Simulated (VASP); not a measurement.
# MnS (Fm-3m) in VASP: further runs, part 2 of 2

VASP 6.6.1. Earlier steps stand in the parts before.

**4. Single point, r2SCAN, collinear spin, ferromagnetic start (17.78 Å³/atom)**

This run uses another cell than the first one, of 17.78 Å³/atom.

Input file POSCAR:

```
MnS
1.0
    0.0000000000      2.6100487641      2.6100487641
    2.6100487641      0.0000000000      2.6100487641
    2.6100487641      2.6100487641      0.0000000000
Mn S
1 1
Direct
    0.0000000000      0.0000000000      0.0000000000
    0.5000000000      0.5000000000      0.5000000000
```

Input file INCAR.step1:

```
  PREC = Accurate
  ENCUT = 520
  ISMEAR = 0
  SIGMA = 0.05
  LREAL = F
  LASPH = T
  NELM = 150
  ISPIN = 2
  MAGMOM = 4.91 0
  LMAXMIX = 4
  NBANDS = 20
  GGA = PE
  ALGO = Normal
  EDIFF = 1E-4
  LWAVE = T
  LCHARG = F
```

Input file INCAR.step2:

```
  PREC = Accurate
  ENCUT = 520
  EDIFF = 1E-6
  ISMEAR = 0
  SIGMA = 0.05
  LREAL = F
  LASPH = T
  NELM = 150
  ALGO = Normal
  ISIF = 2
  LWAVE = F
  LCHARG = T
  ISPIN = 2
  MAGMOM = 4.91 0
  LORBIT = 11
  LMAXMIX = 4
  METAGGA = R2SCAN
  LMIXTAU = T
  LELF = T
  LVHAR = T
  NBANDS = 20
  ISTART = 1
```

Input file KPOINTS:

```
Automatic mesh
0
Gamma
  12 12 12
```

Potentials or basis: VASP PAW PBE potentials, release 64 (Mn_pv, S).

On the command line:

```bash
$ cat potpaw_PBE.64/Mn_pv/POTCAR potpaw_PBE.64/S/POTCAR > POTCAR
$ cp INCAR.step1 INCAR
$ mpirun -np 1 vasp_std > vasp.out
$ cp INCAR.step2 INCAR
$ mpirun -np 1 vasp_std > vasp.out
```

OUTCAR:

```text
PREC = Accurate
   ENCUT = 520
   EDIFF = 1E-6
   ISMEAR = 0
   LREAL = F
   LASPH = T
   NELM = 150
   ISIF = 2
   ISPIN = 2
   LORBIT = 11
   METAGGA = R2SCAN
   ISTART = 1

 ion  position               nearest neighbor table
   1  0.000  0.000  0.000-   2 2.61   2 2.61   2 2.61   2 2.61   2 2.61   2 2.61
   2  0.500  0.500  0.500-   1 2.61   1 2.61   1 2.61   1 2.61   1 2.61   1 2.61

  LATTYP: Found a face centered cubic cell.
 ALAT       =     5.2200975282

  Lattice vectors:

 A1 = (   0.0000000000,   2.6100487641,   2.6100487641)
 A2 = (   2.6100487641,   0.0000000000,   2.6100487641)
 A3 = (   2.6100487641,   2.6100487641,   0.0000000000)

Analysis of symmetry for initial positions (statically):
=====================================================================
 Subroutine PRICEL returns:
 Original cell was already a primitive cell.

 Routine SETGRP: Setting up the symmetry group for a
 face centered cubic supercell.

 Subroutine GETGRP returns: Found 48 space group operations
 (whereof 48 operations were pure point group operations)
 out of a pool of 48 trial point group operations.

The static configuration has the point symmetry O_h .

Analysis of symmetry for dynamics (positions and initial velocities):
=====================================================================
 Subroutine PRICEL returns:
 Original cell was already a primitive cell.

 Routine SETGRP: Setting up the symmetry group for a
 face centered cubic supercell.

 Subroutine GETGRP returns: Found 48 space group operations
 (whereof 48 operations were pure point group operations)
 out of a pool of 48 trial point group operations.

The dynamic configuration has the point symmetry O_h .

Analysis of structural, dynamic, and magnetic symmetry:
=====================================================================
 Subroutine PRICEL returns:
 Original cell was already a primitive cell.

 Routine SETGRP: Setting up the symmetry group for a
 face centered cubic supercell.

 Subroutine GETGRP returns: Found 48 space group operations
 (whereof 48 operations were pure point group operations)
 out of a pool of 48 trial point group operations.

The overall configuration has the point symmetry O_h .

 Subroutine INISYM returns: Found 48 space group operations
 (whereof 48 operations are pure point group operations),
 and found     1 'primitive' translations

----------------------------------------------------------------------------------------

                                     Primitive cell

  volume of cell :      35.5612

  direct lattice vectors                    reciprocal lattice vectors
     0.000000000  2.610048764  2.610048764    -0.191567302  0.191567302  0.191567302
     2.610048764  0.000000000  2.610048764     0.191567302 -0.191567302  0.191567302
     2.610048764  2.610048764  0.000000000     0.191567302  0.191567302 -0.191567302

  length of vectors
[... 69 lines left out ...]
   ions per type =               1   1
   NGX,Y,Z   is equivalent  to a cutoff of  12.61, 12.61, 12.61 a.u.
   NGXF,Y,Z  is equivalent  to a cutoff of  25.22, 25.22, 25.22 a.u.
 SYSTEM =  unknown system
   PREC   = accura    normal or accurate (medium, high low for compatibility)
   ISTART =      1    job   : 0-new  1-cont  2-samecut
   ICHARG =      0    charge: 1-file 2-atom 10-const
   ISPIN  =      2    spin polarized calculation?
   LNONCOLLINEAR =      F non collinear calculations
   LSORBIT =      F    spin-orbit coupling
   LASPH  =      T    aspherical Exc in radial PAW
   ENCUT  =  520.0 eV  38.22 Ry    6.18 a.u.   6.86  6.86  6.86*2*pi/ulx,y,z
   NELM   =    150;   NELMIN=  2; NELMDL=  0     # of ELM steps
   EDIFF  = 0.1E-05   stopping-criterion for ELM
   LREAL  =      F    real-space projection
   EDIFFG = 0.1E-04   stopping-criterion for IOM
   NSW    =      0    number of steps for IOM
   IBRION =     -1    ionic relax: 0-MD 1-quasi-New 2-CG
   NFREE  =      0    steps in history (QN), initial steepest desc. (CG)
   ISIF   =      2    stress and relaxation
   ISYM   =      2    0-nonsym 1-usesym 2-fastsym
   POTIM  = 0.5000    time-step for ionic-motion
   TEBEG  =    0.0;   TEEND  =   0.0 temperature during run
   PSTRESS=    0.0 pullay stress
   NELECT =      19.0000    total number of electrons
   NUPDOWN=      -1.0000    fix difference up-down
   EMIN   =  10.00;   EMAX   =-10.00  energy-range for DOS
   EFERMI =   0.00;   METHOD = LEGACY
   ISMEAR =     0;   SIGMA  =   0.05  broadening in eV -4-tet -1-fermi 0-gaus
   EFERMI_NEDOS =   21; number of points for ismear=-14 and -15
   IALGO  =     38    algorithm
   IMIX   =      4    mixing-type and parameters
     AMIX     =   0.40;   BMIX     =  1.00
     AMIX_MAG =   1.60;   BMIX_MAG =  1.00
  volume/ion in A,a.u.               =      17.78       119.99
  Fermi-wavevector in a.u.,A,eV,Ry     =   1.328416  2.510342 24.010050  1.764689
  Thomas-Fermi vector in A             =   2.457655
   LORBIT       =     11    0 simple, 1 ext, 2 COOP (PROOUT), +10 PAW based schemes
   METAGGA = R2SCAN    functional components
   LHFCALC =     F    Hartree Fock is set to
   AEXX    =    0.0000 exact exchange contribution
   IVDW    =     0    specifies the selected vdW correction
   LEPSILON=     F    determine dielectric tensor
   LRPA    =     F    only Hartree local field effects (RPA)
 spin polarized calculation
 Gauss-broadening in eV      SIGMA  =   0.05
  energy-cutoff  :      520.00
  volume of cell :       35.56
 maximum number of plane-waves:       982
   NGX = 13   NGY = 13   NGZ = 13

 number of electron      18.9999988 magnetization       4.9899541

 Free energy of the ion-electron system (eV)
  ---------------------------------------------------
  ext. energy  EPLUGINS =         0.00000000
  ---------------------------------------------------
  free energy    TOTEN  =       -24.87584327 eV

  energy without entropy =      -24.87563219  energy(sigma->0) =      -24.87573773

 E-fermi :   6.5655     XC(G=0): -11.1801

 val. band max:        6.5262692401   @ k =  -0.4167   0.0833   0.0000
 cond. band min:       6.5767963058   @ k =   0.5000   0.0000   0.0000
 fundamental gap:      0.0505270656
 Fermi energy:         6.5654570929

 spin component 1

 k-point     1 :       0.0000    0.0000    0.0000
  band No.  band energies     occupation
      1     -46.7009      1.00000
      2     -46.7009      1.00000
      3     -46.7008      1.00000
      4      -8.6274      1.00000
      5       2.5180      1.00000
      6       2.5180      1.00000
[... 541 lines left out ...]
     19      20.9292      0.00000
     20      22.5215      0.00000

 [... further k-points ...]

 spin component 2

 k-point     1 :       0.0000    0.0000    0.0000
  band No.  band energies     occupation
      1     -40.4354      1.00000
      2     -40.4354      1.00000
      3     -40.4353      1.00000
      4      -8.2684      1.00000
      5       4.8684      1.00000
      6       4.8684      1.00000
[... 541 lines left out ...]
     19      22.3345      0.00000
     20      23.3929      0.00000

 [... further k-points ...]

------------------------ aborting loop because EDIFF is reached ----------------------------------------

  FORCE on cell =-STRESS in cart. coord.  units (eV):
  Direction    XX          YY          ZZ          XY          YZ          ZX
  --------------------------------------------------------------------------------------
  -------------------------------------------------------------------------------------
  Total        0.0134017      0.0134017      0.0134017      0.0000000      0.0000000      0.0000000
  in kB        0.6038024      0.6038024      0.6038024      0.0000000      0.0000000      0.0000000
  external PRESSURE =       0.6038024 kB  Pullay stress =       0.0000000 kB

 VOLUME and BASIS-vectors are now :
 -----------------------------------------------------------------------------
  energy-cutoff  :      520.00
  volume of cell :       35.56
      direct lattice vectors                 reciprocal lattice vectors
     0.000000000  2.610048764  2.610048764    -0.191567302  0.191567302  0.191567302
     2.610048764  0.000000000  2.610048764     0.191567302 -0.191567302  0.191567302
     2.610048764  2.610048764  0.000000000     0.191567302  0.191567302 -0.191567302

 POSITION                                       TOTAL-FORCE (eV/Angst)
 -----------------------------------------------------------------------------------
      0.00000      0.00000      0.00000         0.000000      0.000000      0.000000
      2.61005      2.61005      2.61005        -0.000000     -0.000000     -0.000000
 -----------------------------------------------------------------------------------
    total drift:                               -0.000000      0.000000      0.000000

  FREE ENERGIE OF THE ION-ELECTRON SYSTEM (eV)
  ---------------------------------------------------
  free  energy   TOTEN  =       -24.8758432724 eV

  energy  without entropy=      -24.8756321886  energy(sigma->0) =      -24.87573773

 total charge

# of ion       s       p       d       tot
------------------------------------------
    1        0.218   6.159   4.895  11.272
    2        1.310   2.478   0.000   3.787
--------------------------------------------------
tot          1.528   8.637   4.895  15.060

 magnetization (x)

# of ion       s       p       d       tot
------------------------------------------
    1        0.051   0.037   4.416   4.503
    2        0.030   0.109   0.000   0.138
--------------------------------------------------
tot          0.080   0.146   4.416   4.642
```

Wall time 6 min (1 thread of Intel Xeon Platinum 8259CL at 2.50GHz (Skylake/Cascade Lake), shared host); peak memory 0.23 GiB.

Results:

| Quantity | Value |
| --- | --- |
| Free energy | -24.8758 eV |
| Pressure | 0.1 GPa |
| Band gap on the k mesh | zero (filled and empty bands overlap) |
| Net moment | 4.99 μB per cell |
| Site moments | Mn +4.50; S +0.14 μB |
| Valence electrons inside the program's atomic spheres | Mn 11.27; S 3.79 |

Levels at points of the mesh, in eV from the Fermi level:
Spin up:
| k point | band 8 | band 9 | band 10 | band 11 | band 12 | band 13 | band 14 | band 15 | band 16 | band 17 |
| --- | --- | --- | --- | --- | --- | --- | --- | --- | --- | --- |
| (0.00, 0.00, 0.00) | -3.97 | -3.97 | -2.03 | -2.03 | -2.03 | 2.06 | 8.81 | 8.81 | 8.81 | 11.09 |
| (0.50, 0.00, 0.00) | -3.59 | -3.59 | -3.15 | 0.01 | 0.01 | 3.13 | 5.65 | 5.65 | 8.86 | 12.71 |
| (0.50, 0.50, 0.00) | -3.67 | -3.67 | -3.47 | -3.47 | -2.96 | 0.97 | 5.54 | 10.77 | 12.53 | 12.53 |
Spin down:
```csv
k point,band 3,band 4,band 5,band 6,band 7,band 8,band 9,band 10,band 11,band 12
"(0.00, 0.00, 0.00)",-47.00,-14.83,-1.70,-1.70,-1.70,1.14,1.14,1.14,1.14,1.14
"(0.50, 0.00, 0.00)",-47.00,-13.51,-6.50,-3.33,-3.33,2.26,2.26,2.44,3.90,4.09
"(0.50, 0.50, 0.00)",-47.01,-13.32,-5.73,-3.29,-3.29,-0.13,1.63,2.45,2.53,2.53
```

Caveat: the PAW data sets were made with another functional, which shifts forces and pressure a little; a cell with one magnetic atom can't hold antiferromagnetic order, which such compounds often take; semilocal functionals often make such compounds metallic where correlation or magnetic order opens a gap, which also shifts bond lengths.

**5. Single point, r2SCAN, collinear spin, ferromagnetic start (17.90 Å³/atom)**

This run uses another cell than the first one, of 17.90 Å³/atom.

Input file POSCAR:

```
MnS
1.0
    0.0000000000      2.6160475935      2.6160475935
    2.6160475935      0.0000000000      2.6160475935
    2.6160475935      2.6160475935      0.0000000000
Mn S
1 1
Direct
    0.0000000000      0.0000000000      0.0000000000
    0.5000000000      0.5000000000      0.5000000000
```

Input file INCAR.step1:

```
PREC = Accurate ; ENCUT = 520
ISMEAR = 0 ; SIGMA = 0.05
LREAL = F ; LASPH = T
NELM = 150 ; ISPIN = 2
MAGMOM = 4.85 0 ; LMAXMIX = 4
NBANDS = 20 ; GGA = PE
ALGO = Normal ; EDIFF = 1E-4
LWAVE = T ; LCHARG = F
```

Input file INCAR.step2:

```
PREC = Accurate ; ENCUT = 520
EDIFF = 1E-6 ; ISMEAR = 0
SIGMA = 0.05 ; LREAL = F
LASPH = T ; NELM = 150
ALGO = Normal ; ISIF = 2
LWAVE = F ; LCHARG = F
ISPIN = 2 ; MAGMOM = 4.85 0
LORBIT = 11 ; LMAXMIX = 4
METAGGA = R2SCAN ; LMIXTAU = T
NBANDS = 20 ; ISTART = 1
```

KPOINTS is that of step 4.

Potentials or basis: VASP PAW PBE potentials, release 64 (Mn_pv, S).

On the command line:

```bash
$ cat potpaw_PBE.64/Mn_pv/POTCAR potpaw_PBE.64/S/POTCAR > POTCAR
$ cp INCAR.step1 INCAR
$ mpirun -np 1 vasp_std > vasp.out
$ cp INCAR.step2 INCAR
$ mpirun -np 1 vasp_std > vasp.out
```

OUTCAR:

```text
PREC = Accurate
   ENCUT = 520
   EDIFF = 1E-6
   ISMEAR = 0
   LREAL = F
   LASPH = T
   NELM = 150
   ISIF = 2
   ISPIN = 2
   LORBIT = 11
   METAGGA = R2SCAN
   ISTART = 1

 ion  position               nearest neighbor table
   1  0.000  0.000  0.000-   2 2.62   2 2.62   2 2.62   2 2.62   2 2.62   2 2.62
   2  0.500  0.500  0.500-   1 2.62   1 2.62   1 2.62   1 2.62   1 2.62   1 2.62

  LATTYP: Found a face centered cubic cell.
 ALAT       =     5.2320951870

  Lattice vectors:

 A1 = (   0.0000000000,   2.6160475935,   2.6160475935)
 A2 = (   2.6160475935,   0.0000000000,   2.6160475935)
 A3 = (   2.6160475935,   2.6160475935,   0.0000000000)

Analysis of symmetry for initial positions (statically):
=====================================================================
 Subroutine PRICEL returns:
 Original cell was already a primitive cell.

 Routine SETGRP: Setting up the symmetry group for a
 face centered cubic supercell.
[... 749 lines left out ...]
      2     -40.5132      1.00000
      3     -40.5131      1.00000
      4      -8.3002      1.00000
      5       4.7972      1.00000
      6       4.7972      1.00000
[... 541 lines left out ...]
     19      22.1998      0.00000
     20      23.2533      0.00000

 [... further k-points ...]

------------------------ aborting loop because EDIFF is reached ----------------------------------------

  FORCE on cell =-STRESS in cart. coord.  units (eV):
  Direction    XX          YY          ZZ          XY          YZ          ZX
  --------------------------------------------------------------------------------------
  -------------------------------------------------------------------------------------
  Total       -0.1095918     -0.1095918     -0.1095918      0.0000000     -0.0000000      0.0000000
  in kB       -4.9036771     -4.9036771     -4.9036771      0.0000000     -0.0000000      0.0000000
  external PRESSURE =      -4.9036771 kB  Pullay stress =       0.0000000 kB

 VOLUME and BASIS-vectors are now :
 -----------------------------------------------------------------------------
  energy-cutoff  :      520.00
  volume of cell :       35.81
      direct lattice vectors                 reciprocal lattice vectors
     0.000000000  2.616047593  2.616047593    -0.191128021  0.191128021  0.191128021
     2.616047593  0.000000000  2.616047593     0.191128021 -0.191128021  0.191128021
     2.616047593  2.616047593  0.000000000     0.191128021  0.191128021 -0.191128021

 POSITION                                       TOTAL-FORCE (eV/Angst)
 -----------------------------------------------------------------------------------
      0.00000      0.00000      0.00000         0.000000     -0.000000     -0.000000
      2.61605      2.61605      2.61605         0.000000      0.000000      0.000000
 -----------------------------------------------------------------------------------
    total drift:                               -0.000000      0.000000      0.000000

  FREE ENERGIE OF THE ION-ELECTRON SYSTEM (eV)
  ---------------------------------------------------
  free  energy   TOTEN  =       -24.8755037579 eV

  energy  without entropy=      -24.8752964010  energy(sigma->0) =      -24.87540008

 total charge

# of ion       s       p       d       tot
------------------------------------------
    1        0.217   6.157   4.893  11.266
    2        1.310   2.475   0.000   3.785
--------------------------------------------------
tot          1.527   8.632   4.893  15.051

 magnetization (x)

# of ion       s       p       d       tot
------------------------------------------
    1        0.051   0.037   4.420   4.507
    2        0.029   0.108   0.000   0.137
--------------------------------------------------
tot          0.080   0.144   4.420   4.644
```

Run time: 6.9 min. Hardware: 1 thread of Intel Xeon Platinum 8259CL at 2.50GHz (Skylake/Cascade Lake), shared host; peak memory 0.23 GiB.

What came out:

- Free energy: -24.8755 eV
- Pressure: -0.5 GPa
- Band gap on the k mesh: zero (filled and empty bands overlap)
- Net moment: 4.99 μB per cell
- Site moments: Mn +4.51; S +0.14 μB
- Valence electrons inside the program's atomic spheres: Mn 11.27; S 3.79

Caveat: the PAW data sets were made with another functional, which shifts forces and pressure a little; a cell with one magnetic atom can't hold antiferromagnetic order, which such compounds often take; semilocal functionals often make such compounds metallic where correlation or magnetic order opens a gap, which also shifts bond lengths. With open d or f shells a metallic result of r2SCAN can be an artefact of self-interaction; +U or a hybrid may open a gap.

**6. The runs side by side**

```csv
cell,gap on the mesh (eV),pressure (GPa),moment (μB)
"a = 3.596 Å, angles 60.0°, 2 atoms",none,6.3,4.88
"a = 3.645 Å, angles 60.0°, 2 atoms",none,3.0,4.95
"a = 3.691 Å, angles 60.0°, 2 atoms",none,0.1,4.99
"a = 3.700 Å, angles 60.0°, 2 atoms",none,-0.5,4.99
```

Alike in all rows: task single point; level r2SCAN; potentials or basis VASP PAW PBE potentials, release 64 (Mn_pv, S); spin collinear, ferromagnetic start; k mesh 12 × 12 × 12; cutoff (eV) 520; smearing gaussian 0.05 eV.

Caveats: the PAW data sets were made with another functional, which shifts forces and pressure a little; a cell with one magnetic atom can't hold antiferromagnetic order, which such compounds often take; semilocal functionals often make such compounds metallic where correlation or magnetic order opens a gap, which also shifts bond lengths; the cell stands under pressure (at least some runs).

Absolute energies hang on the potentials; compare differences alone.
